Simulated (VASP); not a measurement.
CdS, 2 atoms in the cell. The structure is cubic, space group Fm-3m (No. 225). The conventional cell has a = 5.325 Å, b = 5.325 Å, c = 5.325 Å, α = 90.00°, β = 90.00°, γ = 90.00°. Cd (site symmetry m-3m) has 6 S at 2.66 Å within 3.5 Å. Within 3.5 Å of S (site symmetry m-3m) lie 6 Cd at 2.66 Å.  This cell differs from its parent crystal: volume scaled by 0.91.

```yaml
Program: VASP 6.6.1
Task: single point
Functional: PBE
Potentials_or_basis: VASP PAW PBE potentials, release 64 (Cd, S)
Cutoff: 520 eV
k_mesh: 12 × 12 × 12
Occupations: gaussian, width 0.01 eV
Spin: no spin polarisation
Dipole_correction: no
Further_INCAR_settings: ALGO = Normal; EDIFF = 1e-07; NBANDS = 16
```

Potentials or basis: VASP PAW PBE potentials, release 64 (Cd, S).

Command:

```console
$ cat potpaw_PBE.64/Cd/POTCAR potpaw_PBE.64/S/POTCAR > POTCAR
$ mpirun -np 1 vasp_std > vasp.out
```

Hardware: 1 thread of Intel(R) Xeon(R) Platinum 8488C (Sapphire Rapids) (shared host).

**Question.** How long does it take, and how much memory?

**Answer.** Run time: 26 s on 1 thread of Intel(R) Xeon(R) Platinum 8488C (Sapphire Rapids), with other jobs on the host, peak memory 0.18 GiB. Counts: scf iterations 14, k points 72.
